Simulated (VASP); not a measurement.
# W8C9F3 in VASP: single point with PBEsol

Aim: the single point of W8C9F3 with PBEsol.

Everything below comes from runs of VASP 6.6.1. Logs are shortened: lines on timing, memory, paths and dates and some standing lists are left out, and cuts for length are marked.

## Step 1: The cell of the first run

The cell holds a slab with vacuum, 20 atoms: a = 5.776 Å, b = 5.776 Å, c = 16.238 Å, α = 90.00°, β = 90.00°, γ = 120.00°.

## Step 2: Single point, PBEsol

INCAR reads:

```
  PREC = Accurate
  ENCUT = 1010
  EDIFF = 1E-6
  ISMEAR = -1
  SIGMA = 0.15
  LREAL = Auto
  LASPH = True
  NELM = 120
  ALGO = Normal
  ISIF = 2
  LWAVE = False
  LCHARG = False
  GGA = PS
  NBANDS = 100
  GGA_COMPAT = False
  NELMDL = -8
```

KPOINTS reads:

```
regular mesh
0
Gamma
  3 3 1
```

POSCAR reads:

```
W8C9F3
1.0
    5.7763200000      0.0000000000      0.0000000000
   -2.8881600000      5.0024400000      0.0000000000
    0.0000000000      0.0000000000     16.2384600000
W C F
8 9 3
Direct
    0.0000000000      0.0000000000      0.0615821944
    0.0000052400     -0.0000005997      0.2355090323
    0.0000000000      0.5000000000      0.0615821944
    0.0005793816      0.5002886591      0.2362594113
    0.5000000000      0.0000000000      0.0615821944
    0.4997194775     -0.0005773183      0.2362599040
    0.5000000000      0.5000000000      0.0615821944
    0.4997126309      0.5002818625      0.2362581181
    0.3332854745      0.1666370811      0.1421084265
    0.3355708829      0.1677981145      0.3041761349
    0.3333339990      0.6666662669      0.1433950017
    0.3333424069      0.6666612693      0.3142750606
    0.8333603325      0.1666458768      0.1421095966
    0.8322092279      0.1677645309      0.3041774282
    0.8333543518      0.6667142434      0.1421092271
    0.8322358143      0.6644321571      0.3041761965
    0.3333590852      0.6666582708      0.4072945341
    0.2065597297      0.4167664180      0.4385341344
    0.5832598720      0.7897456041      0.4385282841
    0.2102769723      0.7934681875      0.4385345655
```

Potentials or basis: VASP PAW PBE potentials, release 64 (W_sv, C_h, F_h).

Run with:

```sh
$ cat potpaw_PBE.64/W_sv/POTCAR potpaw_PBE.64/C_h/POTCAR potpaw_PBE.64/F_h/POTCAR > POTCAR
$ mpirun -np 1 vasp_std > vasp.out
```

OUTCAR:

```text
PREC = Accurate
   ENCUT = 1010
   EDIFF = 1E-6
   ISMEAR = -1
   LREAL = Auto
   LASPH = True
   NELM = 120
   ISIF = 2
   GGA = PS
   NELMDL = -8

 ion  position               nearest neighbor table
   1  0.000  0.000  0.062-   9 2.12  15 2.12  13 2.12   2 2.82   5 2.89   5 2.89   3 2.89   3 2.89
                             7 2.89   7 2.89
   2  0.000  1.000  0.236-  14 2.02  10 2.02  16 2.02   9 2.25  15 2.25  13 2.25   1 2.82   8 2.89
                             6 2.89   4 2.89   4 2.89   6 2.89   8 2.89
   3  0.000  0.500  0.062-  13 2.12  15 2.12  11 2.13   4 2.84   7 2.89   7 2.89   5 2.89   1 2.89
                             1 2.89   5 2.89
   4  0.001  0.500  0.236-  16 2.00  14 2.00  12 2.09  11 2.25  13 2.26  15 2.26   3 2.84   8 2.88
                             6 2.88   2 2.89   2 2.89   6 2.89   8 2.89
   5  0.500  0.000  0.062-   9 2.12  13 2.12  11 2.13   6 2.84   1 2.89   1 2.89   3 2.89   7 2.89
                             7 2.89   3 2.89
   6  0.500  0.999  0.236-  14 2.00  10 2.00  12 2.09  11 2.25  13 2.26   9 2.26   5 2.84   4 2.88
                             8 2.88   2 2.89   2 2.89   8 2.89   4 2.89
   7  0.500  0.500  0.062-  15 2.12   9 2.12  11 2.13   8 2.84   3 2.89   3 2.89   5 2.89   5 2.89
                             1 2.89   1 2.89
   8  0.500  0.500  0.236-  10 2.00  16 2.00  12 2.09  11 2.25  15 2.26   9 2.26   7 2.84   4 2.88
                             6 2.88   2 2.89   2 2.89   6 2.89   4 2.89
   9  0.333  0.167  0.142-   1 2.12   5 2.12   7 2.12   2 2.25   8 2.26   6 2.26
  10  0.336  0.168  0.304-   8 2.00   6 2.00   2 2.02
  11  0.333  0.667  0.143-   7 2.13   5 2.13   3 2.13   4 2.25   6 2.25   8 2.25
  12  0.333  0.667  0.314-  17 1.51   8 2.09   6 2.09   4 2.09
  13  0.833  0.167  0.142-   1 2.12   3 2.12   5 2.12   2 2.25   6 2.26   4 2.26
  14  0.832  0.168  0.304-   6 2.00   4 2.00   2 2.02
  15  0.833  0.667  0.142-   1 2.12   7 2.12   3 2.12   2 2.25   8 2.26   4 2.26
  16  0.832  0.664  0.304-   4 2.00   8 2.00   2 2.02
  17  0.333  0.667  0.407-  18 1.35  20 1.35  19 1.35  12 1.51
  18  0.207  0.417  0.439-  17 1.35
  19  0.583  0.790  0.439-  17 1.35
  20  0.210  0.793  0.439-  17 1.35

  LATTYP: Found a hexagonal cell.
 ALAT       =     5.7763200000
 C/A-ratio  =     2.8112119827

  Lattice vectors:

 A1 = (   5.7763200000,   0.0000000000,   0.0000000000)
 A2 = (  -2.8881600000,   5.0024400000,   0.0000000000)
 A3 = (   0.0000000000,   0.0000000000,  16.2384600000)

Analysis of symmetry for initial positions (statically):
=====================================================================
 Subroutine PRICEL returns:
 Original cell was already a primitive cell.

 Routine SETGRP: Setting up the symmetry group for a
 hexagonal supercell.

 Subroutine GETGRP returns: Found  1 space group operations
 (whereof  1 operations were pure point group operations)
[... 142 lines left out ...]
   PSTRESS=    0.0 pullay stress
   NELECT =     169.0000    total number of electrons
   NUPDOWN=      -1.0000    fix difference up-down
   EMIN   =  10.00;   EMAX   =-10.00  energy-range for DOS
   EFERMI =   0.00;   METHOD = LEGACY
   ISMEAR =    -1;   SIGMA  =   0.15  broadening in eV -4-tet -1-fermi 0-gaus
   EFERMI_NEDOS =   21; number of points for ismear=-14 and -15
   IALGO  =     38    algorithm
   IMIX   =      4    mixing-type and parameters
     AMIX     =   0.40;   BMIX     =  1.00
     AMIX_MAG =   1.60;   BMIX_MAG =  1.00
  volume/ion in A,a.u.               =      23.46       158.32
  Fermi-wavevector in a.u.,A,eV,Ry     =   1.164781  2.201118 18.459236  1.356716
  Thomas-Fermi vector in A             =   2.301315
   LORBIT       =      0    0 simple, 1 ext, 2 COOP (PROOUT), +10 PAW based schemes
   GGA     = PS    functional components
   LHFCALC =     F    Hartree Fock is set to
   AEXX    =    0.0000 exact exchange contribution
   IVDW    =     0    specifies the selected vdW correction
   LEPSILON=     F    determine dielectric tensor
   LRPA    =     F    only Hartree local field effects (RPA)
 non-spin polarized calculation
  energy-cutoff  :     1010.00
  volume of cell :      469.22
 maximum number of plane-waves:     34263
   NGX = 29   NGY = 29   NGZ = 85

 number of electron     169.0000010 magnetization

 Free energy of the ion-electron system (eV)
  ---------------------------------------------------
  ext. energy  EPLUGINS =         0.00000000
  ---------------------------------------------------
  free energy    TOTEN  =      -196.84954069 eV

  energy without entropy =     -196.55750588  energy(sigma->0) =     -196.70352328

 E-fermi :   0.8762     XC(G=0):  -6.9105

 val. band max:        0.6348502458   @ k =  -0.3333   0.3333   0.0000
 cond. band min:       1.1448218799   @ k =   0.0000   0.0000   0.0000
 fundamental gap:      0.5099716341
 Fermi energy:         0.8761934498

 k-point     1 :       0.0000    0.0000    0.0000
  band No.  band energies     occupation
      1     -72.9894      2.00000
      2     -72.9295      2.00000
      3     -72.9295      2.00000
      4     -72.9248      2.00000
      5     -72.8915      2.00000
      6     -72.8328      2.00000
[... 484 lines left out ...]
     95       3.3047      0.00000
     96       3.4700      0.00000
 [bands above 96 left out]

------------------------ aborting loop because EDIFF is reached ----------------------------------------

  FORCE on cell =-STRESS in cart. coord.  units (eV):
  Direction    XX          YY          ZZ          XY          YZ          ZX
  --------------------------------------------------------------------------------------
  -------------------------------------------------------------------------------------
  Total        4.4122789      4.4120469      0.8450275     -0.0005670      0.0009276     -0.0027060
  in kB       15.0659169     15.0651247      2.8853829     -0.0019359      0.0031675     -0.0092396
  external PRESSURE =      11.0054748 kB  Pullay stress =       0.0000000 kB

 VOLUME and BASIS-vectors are now :
 -----------------------------------------------------------------------------
  energy-cutoff  :     1010.00
  volume of cell :      469.22
      direct lattice vectors                 reciprocal lattice vectors
     5.776320000  0.000000000  0.000000000     0.173120603  0.099951224  0.000000000
    -2.888160000  5.002440000  0.000000000     0.000000000  0.199902448  0.000000000
     0.000000000  0.000000000 16.238460000     0.000000000  0.000000000  0.061582194

 POSITION                                       TOTAL-FORCE (eV/Angst)
 -----------------------------------------------------------------------------------
      0.00000      0.00000      1.00000        -0.000001     -0.000061     -0.231153
     -2.88813      5.00244      3.82430        -0.000355     -0.000198     -0.035522
     -1.44408      2.50122      1.00000         0.105126      0.060481     -0.005240
     -1.44157      2.50266      3.83649         0.016545      0.009895     -0.010541
      2.88816      0.00000      1.00000        -0.000044     -0.121336     -0.005258
      0.00005      4.99955      3.83650         0.000347     -0.019061     -0.010857
[... 12 lines left out ...]
      1.08818      3.95065      7.12102         0.060832      0.039124      0.025939
     -1.07704      3.96928      7.12113        -0.064263      0.033061      0.026032
 -----------------------------------------------------------------------------------
    total drift:                                0.000280      0.000082     -0.033223

  FREE ENERGIE OF THE ION-ELECTRON SYSTEM (eV)
  ---------------------------------------------------
  free  energy   TOTEN  =      -196.8495406860 eV

  energy  without entropy=     -196.5575058791  energy(sigma->0) =     -196.70352328
```

Run time: 39 min. Hardware: 1 thread of Intel Xeon Platinum 8259CL at 2.50GHz (Skylake/Cascade Lake), shared host; peak memory 1.4 GiB.

What came out:

| Quantity | Value |
| --- | --- |
| Free energy | -196.8495 eV |
| Largest force | 0.231 eV/Å |
| Band gap on the k mesh | zero (an odd number of electrons rules out a gap without spin polarisation) |

Forces in eV/Å, atoms in the order of the input:
```
W    0.000  0.000 -0.231
W    0.000  0.000 -0.036
W    0.105  0.060 -0.005
W    0.017  0.010 -0.011
W    0.000 -0.121 -0.005
W    0.000 -0.019 -0.011
W   -0.105  0.061 -0.005
W   -0.016  0.009 -0.011
C    0.000  0.000  0.000
C   -0.001 -0.001  0.081
C    0.000  0.000 -0.003
C    0.000  0.000  0.054
C    0.000  0.000  0.000
C    0.001 -0.001  0.081
C    0.000  0.000  0.000
C    0.000  0.002  0.081
C    0.000  0.000 -0.058
F    0.003 -0.072  0.026
F    0.061  0.039  0.026
F   -0.064  0.033  0.026
```

Caveat: the k points lie up to 0.42 Å⁻¹ apart, too coarse for converged energies and pressures of a metal; there is no dipole correction, which matters where the two faces differ; the PAW data sets were made with another functional, which shifts forces and pressure a little; spin-orbit coupling is left out, which moves the levels of the heavy elements; an odd number of electrons without spin polarisation forces a metal; a magnetic or distorted state may lie lower.

The gap in the log of VASP goes by the Fermi energy; the results here count the filled bands.